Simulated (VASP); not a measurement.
# Ge: single point with PBEsol

The system is Ge.

```
Ge
1.0
     0.00000    2.89464    2.83788
     2.83788    0.00000    2.83788
     2.83788    2.89464    0.00000
Ge
2
Direct
  0.50000 0.50000 0.50000
  0.75000 0.75000 0.75000
```

This cell differs from its parent crystal: strain +0.0200 x Voigt [0, 1, 0, 0, 0, 0].

```json
{
 "Program": "VASP 6.6.1",
 "Task": "single point",
 "Functional": "PBEsol",
 "Potentials or basis": "VASP PAW PBE potentials, release 64 (Ge_d)",
 "Cutoff": "520 eV",
 "k mesh": "18 × 18 × 18",
 "Occupations": "gaussian, width 0.15 eV",
 "Spin": "no spin polarisation",
 "Dipole correction": "no",
 "Further INCAR settings": "ALGO = Normal; EDIFF = 1e-07; NBANDS = 21"
}
```

```yaml
Pressure: -1.4 GPa
Band_gap_on_the_k_mesh: zero (band 14 reaches 4.63 eV, above the bottom of band 15 at 4.61 eV)
```

Stress tensor (GPa, compression positive):
```
-0.88  0.00  0.00
 0.00 -2.30  0.00
 0.00  0.00 -0.88
```

Levels at points of the mesh, in eV from the Fermi level:
| k point | band 12 | band 13 | band 14 | band 15 | band 16 | band 17 |
| --- | --- | --- | --- | --- | --- | --- |
| (0.00, 0.00, 0.00) | -0.30 | -0.13 | 0.02 | 0.02 | 2.46 | 2.46 |
| (0.50, 0.00, 0.00) | -7.52 | -1.48 | -1.30 | 0.00 | 3.62 | 3.73 |
| (0.50, 0.50, 0.00) | -8.79 | -3.06 | -3.06 | 0.62 | 0.62 | 9.21 |
| (0.50, 0.00, 0.50) | -8.88 | -2.92 | -2.92 | 0.78 | 0.78 | 9.21 |

Run time: 4.7 min on 1 thread of Intel(R) Xeon(R) Platinum 8488C (Sapphire Rapids), on a shared host, peak memory 0.45 GiB.

Caveat: the cell differs from its parent crystal (strain +0.0200 x Voigt [0, 1, 0, 0, 0, 0]); the PAW data sets were made with another functional, which shifts forces and pressure a little.
